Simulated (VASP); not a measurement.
# Te (Im-3m) in VASP: further runs

Runs on Te. Level: LDA. Tasks: single point.

Everything below comes from runs of VASP 6.6.1. Logs are shortened: lines on timing, memory, paths and dates and some standing lists are left out, and cuts for length are marked.

## (1) The cell of the first run

Symmetry: Im-3m, No. 229, cubic system. Conventional cell: a = 2.885 Å, b = 2.885 Å, c = 2.885 Å, α = 90.00°, β = 90.00°, γ = 90.00°. Within 3.3 Å of Te (site symmetry m-3m) lie 14 Te at 2.50 to 2.89 Å.

## (2) Single point, LDA (volume scaled by 0.45)

File INCAR:

```
PREC     = Accurate       # precision mode
ENCUT    = 520            # plane-wave cutoff, eV
EDIFF    = 1E-7           # SCF threshold, eV
ISMEAR   = -1             # smearing method
SIGMA    = 0.1            # smearing width, eV
LREAL    = False          # projectors in reciprocal space
LASPH    = True           # aspherical terms in the spheres
NELM     = 60             # most SCF steps
ALGO     = Normal         # electronic algorithm
ISIF     = 2              # what is computed and relaxed
LWAVE    = False          # write WAVECAR
LCHARG   = False          # write CHGCAR
GGA      = CA             # functional
NBANDS   = 9              # bands
```

File KPOINTS:

```
regular mesh
0
Gamma
  15 15 15
```

File POSCAR:

```
Te
1.0
   -1.4425017966      1.4425017966      1.4425017966
    1.4425017966     -1.4425017966      1.4425017966
    1.4425017966      1.4425017966     -1.4425017966
Te
1
Direct
    0.0000000000      0.0000000000      0.0000000000
```

Potentials or basis: VASP PAW LDA potentials, release 64 (Te).

Run with:

```
$ cat potpaw_LDA.64/Te/POTCAR > POTCAR
$ mpirun -np 1 vasp_std > vasp.out
```

OUTCAR:

```text
PREC = Accurate
   ENCUT = 520
   EDIFF = 1E-7
   ISMEAR = -1
   LREAL = False
   LASPH = True
   NELM = 60
   ISIF = 2
   GGA = CA

 ion  position               nearest neighbor table
   1  0.000  0.000  0.000-

  LATTYP: Found a body centered cubic cell.
 ALAT       =     2.8850035932

  Lattice vectors:

 A1 = (  -1.4425017966,   1.4425017966,   1.4425017966)
 A2 = (   1.4425017966,  -1.4425017966,   1.4425017966)
 A3 = (   1.4425017966,   1.4425017966,  -1.4425017966)

Analysis of symmetry for initial positions (statically):
=====================================================================
 Subroutine PRICEL returns:
 Original cell was already a primitive cell.

 Routine SETGRP: Setting up the symmetry group for a
 body centered cubic supercell.

 Subroutine GETGRP returns: Found 48 space group operations
 (whereof 48 operations were pure point group operations)
 out of a pool of 48 trial point group operations.

The static configuration has the point symmetry O_h .

Analysis of symmetry for dynamics (positions and initial velocities):
=====================================================================
 Subroutine PRICEL returns:
 Original cell was already a primitive cell.

 Routine SETGRP: Setting up the symmetry group for a
 body centered cubic supercell.

 Subroutine GETGRP returns: Found 48 space group operations
 (whereof 48 operations were pure point group operations)
 out of a pool of 48 trial point group operations.

The dynamic configuration has the point symmetry O_h .

 Subroutine INISYM returns: Found 48 space group operations
 (whereof 48 operations are pure point group operations),
 and found     1 'primitive' translations

----------------------------------------------------------------------------------------

                                     Primitive cell

  volume of cell :      12.0063

  direct lattice vectors                    reciprocal lattice vectors
    -1.442501797  1.442501797  1.442501797     0.000000000  0.346620019  0.346620019
     1.442501797 -1.442501797  1.442501797     0.346620019  0.000000000  0.346620019
     1.442501797  1.442501797 -1.442501797     0.346620019  0.346620019  0.000000000

  length of vectors
     2.498486402  2.498486402  2.498486402     0.490194732  0.490194732  0.490194732

  position of ions in fractional coordinates (direct lattice)
     0.000000000  0.000000000  0.000000000

  ion indices of the primitive-cell ions
   primitive index   ion index
                 1           1

----------------------------------------------------------------------------------------

 KPOINTS: regular mesh

Automatic generation of k-mesh.
 Grid dimensions read from file:
 generate k-points for:   15   15   15

 Generating k-lattice:

  Cartesian coordinates                     Fractional coordinates (reciprocal lattice)
     0.000000000  0.023108001  0.023108001     0.066666667  0.000000000  0.000000000
     0.023108001  0.000000000  0.023108001     0.000000000  0.066666667  0.000000000
     0.023108001  0.023108001  0.000000000     0.000000000  0.000000000  0.066666667

  Length of vectors
     0.032679649  0.032679649  0.032679649

  Shift w.r.t. Gamma in fractional coordinates (k-lattice)
     0.000000000  0.000000000  0.000000000

 Subroutine IBZKPT returns following result:
 ===========================================

 Found    120 irreducible k-points:

 Following reciprocal coordinates:
            Coordinates               Weight
  0.000000  0.000000  0.000000      1.000000
  0.066667  0.000000  0.000000     12.000000
  0.133333  0.000000  0.000000     12.000000
  0.200000  0.000000  0.000000     12.000000
  0.266667  0.000000  0.000000     12.000000
  0.333333  0.000000  0.000000     12.000000
[... 16 lines left out ...]
  0.333333  0.200000  0.000000     48.000000
  0.400000  0.200000  0.000000     24.000000
 [... further k-points ...]
   k-points           NKPTS =    120   k-points in BZ     NKDIM =    120   number of bands    NBANDS=      9
   number of dos      NEDOS =    301   number of ions     NIONS =      1
   total plane-waves  NPLWV =   8000
   dimension x,y,z NGX =    20 NGY =   20 NGZ =   20
   dimension x,y,z NGXF=    40 NGYF=   40 NGZF=   40
   ions per type =               1
   NGX,Y,Z   is equivalent  to a cutoff of  13.31, 13.31, 13.31 a.u.
   NGXF,Y,Z  is equivalent  to a cutoff of  26.62, 26.62, 26.62 a.u.
 SYSTEM =  unknown system
   PREC   = accura    normal or accurate (medium, high low for compatibility)
   ISTART =      0    job   : 0-new  1-cont  2-samecut
   ICHARG =      2    charge: 1-file 2-atom 10-const
   ISPIN  =      1    spin polarized calculation?
   LNONCOLLINEAR =      F non collinear calculations
   LSORBIT =      F    spin-orbit coupling
   LASPH  =      T    aspherical Exc in radial PAW
   ENCUT  =  520.0 eV  38.22 Ry    6.18 a.u.   4.65  4.65  4.65*2*pi/ulx,y,z
   NELM   =     60;   NELMIN=  2; NELMDL= -5     # of ELM steps
   EDIFF  = 0.1E-06   stopping-criterion for ELM
   LREAL  =      F    real-space projection
   EDIFFG = 0.1E-05   stopping-criterion for IOM
   NSW    =      0    number of steps for IOM
   IBRION =     -1    ionic relax: 0-MD 1-quasi-New 2-CG
   NFREE  =      0    steps in history (QN), initial steepest desc. (CG)
   ISIF   =      2    stress and relaxation
   ISYM   =      2    0-nonsym 1-usesym 2-fastsym
   POTIM  = 0.5000    time-step for ionic-motion
   TEBEG  =    0.0;   TEEND  =   0.0 temperature during run
   PSTRESS=    0.0 pullay stress
   NELECT =       6.0000    total number of electrons
   NUPDOWN=      -1.0000    fix difference up-down
   EMIN   =  10.00;   EMAX   =-10.00  energy-range for DOS
   EFERMI =   0.00;   METHOD = LEGACY
   ISMEAR =    -1;   SIGMA  =   0.10  broadening in eV -4-tet -1-fermi 0-gaus
   EFERMI_NEDOS =   21; number of points for ismear=-14 and -15
   IALGO  =     38    algorithm
   IMIX   =      4    mixing-type and parameters
     AMIX     =   0.40;   BMIX     =  1.00
     AMIX_MAG =   1.60;   BMIX_MAG =  1.00
  volume/ion in A,a.u.               =      12.01        81.02
  Fermi-wavevector in a.u.,A,eV,Ry     =   1.299139  2.455016 22.963391  1.687762
  Thomas-Fermi vector in A             =   2.430422
   LORBIT       =      0    0 simple, 1 ext, 2 COOP (PROOUT), +10 PAW based schemes
   GGA     = CA    functional components
   LHFCALC =     F    Hartree Fock is set to
   AEXX    =    0.0000 exact exchange contribution
   IVDW    =     0    specifies the selected vdW correction
   LEPSILON=     F    determine dielectric tensor
   LRPA    =     F    only Hartree local field effects (RPA)
 non-spin polarized calculation
  energy-cutoff  :      520.00
  volume of cell :       12.01
 maximum number of plane-waves:       335
   NGX =  9   NGY =  9   NGZ =  9

 number of electron       5.9999999 magnetization

 Free energy of the ion-electron system (eV)
  ---------------------------------------------------
  ext. energy  EPLUGINS =         0.00000000
  ---------------------------------------------------
  free energy    TOTEN  =         3.87141510 eV

  energy without entropy =        3.88598682  energy(sigma->0) =        3.87870096

 E-fermi :  25.9043     XC(G=0): -14.3399

 val. band max:       25.9027078944   @ k =  -0.4000   0.4667   0.2667
 cond. band min:      25.9876031037   @ k =   0.3333   0.0667   0.0667
 fundamental gap:      0.0848952092
 Fermi energy:        25.9042657491

 k-point     1 :       0.0000    0.0000    0.0000
  band No.  band energies     occupation
      1       0.6268      2.00000
      2      35.1067      0.00000
      3      35.1067      0.00000
      4      35.1067      0.00000
      5      36.9246      0.00000
      6      36.9246      0.00000
      7      36.9246      0.00000
      8      38.4182      0.00000
      9      38.4182      0.00000

 k-point     2 :       0.0667    0.0000    0.0000
  band No.  band energies     occupation
      1       0.8057      2.00000
      2      33.4075      0.00000
      3      34.7212      0.00000
      4      34.7671      0.00000
      5      35.3817      0.00000
      6      35.8066      0.00000
      7      36.4417      0.00000
      8      39.0794      0.00000
      9      39.4081      0.00000

 k-point     3 :       0.1333    0.0000    0.0000
  band No.  band energies     occupation
      1       1.3441      2.00000
      2      29.8618      0.00000
      3      33.3172      0.00000
      4      33.4008      0.00000
      5      34.0075      0.00000
      6      35.1776      0.00000
      7      36.7021      0.00000
      8      40.0097      0.00000
      9      40.6184      0.00000

 k-point     4 :       0.2000    0.0000    0.0000
  band No.  band energies     occupation
      1       2.2456      2.00000
      2      26.0644      0.33564
      3      31.3380      0.00000
      4      31.8125      0.00000
      5      33.3359      0.00000
      6      34.6845      0.00000
      7      37.6473      0.00000
      8      40.5268      0.00000
      9      42.6577      0.00000
[... 205 lines left out ...]
 k-point    22 :       0.2667    0.2000    0.0000
  band No.  band energies     occupation
      1       7.3484      2.00000
      2      18.0253      2.00000
      3      20.7206      2.00000
      4      27.5836      0.00000
      5      34.9838      0.00000
      6      37.3910      0.00000
      7      41.1312      0.00000
      8      44.1360      0.00000
      9      45.0995      0.00000

 k-point    23 :       0.3333    0.2000    0.0000
  band No.  band energies     occupation
      1       9.5362      2.00000
      2      14.9205      2.00000
      3      20.1107      2.00000
      4      27.0969      0.00001
      5      34.8627      0.00000
      6      38.4903      0.00000
      7      40.8177      0.00000
      8      42.9913      0.00000
      9      47.3532      0.00000

 k-point    24 :       0.4000    0.2000    0.0000
  band No.  band energies     occupation
      1      11.9777      2.00000
      2      12.1639      2.00000
      3      19.9102      2.00000
      4      26.9315      0.00007
      5      34.8112      0.00000
      6      39.2477      0.00000
      7      40.5586      0.00000
      8      42.2012      0.00000
      9      48.7827      0.00000

 [... further k-points ...]
[... 5 lines left out ...]
  --------------------------------------------------------------------------------------
  -------------------------------------------------------------------------------------
  Total       25.5002435     25.5002435     25.5002435      0.0000000     -0.0000000      0.0000000
  in kB     3402.8737001   3402.8737001   3402.8737001      0.0000000     -0.0000000      0.0000000
  external PRESSURE =    3402.8737001 kB  Pullay stress =       0.0000000 kB

 VOLUME and BASIS-vectors are now :
 -----------------------------------------------------------------------------
  energy-cutoff  :      520.00
  volume of cell :       12.01
      direct lattice vectors                 reciprocal lattice vectors
    -1.442501797  1.442501797  1.442501797     0.000000000  0.346620019  0.346620019
     1.442501797 -1.442501797  1.442501797     0.346620019  0.000000000  0.346620019
     1.442501797  1.442501797 -1.442501797     0.346620019  0.346620019  0.000000000

 POSITION                                       TOTAL-FORCE (eV/Angst)
 -----------------------------------------------------------------------------------
      0.00000      0.00000      0.00000        -0.000000      0.000000     -0.000000
 -----------------------------------------------------------------------------------
    total drift:                                0.000000      0.000000     -0.000000

  FREE ENERGIE OF THE ION-ELECTRON SYSTEM (eV)
  ---------------------------------------------------
  free  energy   TOTEN  =         3.8714150995 eV

  energy  without entropy=        3.8859868191  energy(sigma->0) =        3.87870096
```

It took 9.3 s on 1 thread of Intel Xeon 6975P-C, shared host; peak memory 0.13 GiB.

What came out:

- Free energy: 3.8714 eV
- Pressure: 340.3 GPa
- Band gap on the k mesh: zero (band 3 reaches 35.11 eV, above the bottom of band 4 at 18.16 eV)

Levels at points of the mesh, in eV from the Fermi level:
| k point | band 1 | band 2 | band 3 | band 4 | band 5 | band 6 | band 7 |
| --- | --- | --- | --- | --- | --- | --- | --- |
| (0.00, 0.00, 0.00) | -25.28 | 9.20 | 9.20 | 9.20 | 11.02 | 11.02 | 11.02 |

Caveat: spin-orbit coupling is left out, which moves the levels of the heavy elements.

## (3) Single point, LDA (volume scaled by 0.52)

File INCAR:

```
SYSTEM = Te
PREC     = Accurate       ! precision mode
ENCUT    = 520            ! plane-wave cutoff, eV
EDIFF    = 1E-6           ! SCF threshold, eV
ISMEAR   = -1             ! smearing method
SIGMA    = 0.1            ! smearing width, eV
LREAL    = .FALSE.        ! projectors in reciprocal space
LASPH    = .TRUE.         ! aspherical terms in the spheres
NELM     = 80             ! most SCF steps
ALGO     = Normal         ! electronic algorithm
ISIF     = 2              ! what is computed and relaxed
LWAVE    = .FALSE.        ! write WAVECAR
LCHARG   = .TRUE.         ! write CHGCAR
LELF     = .TRUE.         ! ELF
LVHAR    = .TRUE.       
NBANDS   = 9              ! bands
```

File KPOINTS:

```
Automatic mesh
0
G
  15 15 15
  0 0 0
```

File POSCAR:

```
Te
1.0
   -1.5137238002      1.5137238002      1.5137238002
    1.5137238002     -1.5137238002      1.5137238002
    1.5137238002      1.5137238002     -1.5137238002
Te
1
Direct
    0.0000000000      0.0000000000      0.0000000000
```

Potentials or basis: VASP PAW LDA potentials, release 64 (Te).

Run with:

```
$ cat potpaw_LDA.64/Te/POTCAR > POTCAR
$ mpirun -np 1 vasp_std > vasp.out
```

Wall time 9.7 s (1 thread of Intel Xeon 6975P-C, shared host); peak memory 0.13 GiB.

Results (log left out):

| Quantity | Value |
| --- | --- |
| Free energy | 0.7925 eV |
| Pressure | 201.4 GPa |
| Band gap on the k mesh | zero (band 3 reaches 30.88 eV, above the bottom of band 4 at 15.12 eV) |

Levels at points of the mesh, in eV from the Fermi level:
```csv
k point,band 1,band 2,band 3,band 4,band 5,band 6,band 7
"(0.00, 0.00, 0.00)",-22.76,8.94,8.94,8.94,10.04,10.04,10.04
```

Caveat: spin-orbit coupling is left out, which moves the levels of the heavy elements.

[end of part 1 of 2]
